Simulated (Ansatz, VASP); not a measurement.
# Two plane-wave programs on LiF

```
CELL_PARAMETERS angstrom
2.62444 0.00000 0.00000
0.00000 2.62444 0.00000
0.00000 0.00000 2.62444
ATOMIC_POSITIONS crystal
Li 0.00000 0.00000 0.00000
F 0.50000 0.50000 0.50000
```

Alike in both runs: task single point; functional PBE; k mesh 10 × 10 × 10; occupations gaussian, width 0.02 eV; no spin polarisation.

|  | VASP | Ansatz |
| --- | --- | --- |
| version | VASP 6.6.1 | Ansatz 0.2.0 |
| potentials or method | VASP PAW PBE potentials, release 64 (Li_sv, F), cutoff 520 eV | scalar-relativistic, plane waves, PAW |
| valence electrons in the cell | 10 | 10 |

|  | VASP | Ansatz | Ansatz less VASP |
| --- | --- | --- | --- |
| gap on the k mesh at the Fermi level (eV) | 6.93 | 6.93 | -0.008 |
| least direct gap on the mesh (eV) | 7.53 | 7.52 | -0.009 |

With one functional, cell and mesh, what is left measures potentials, basis and numerics.

Noted on VASP's run: the cutoff is under 1.25 times that of the potentials, so the pressure is a little rough.
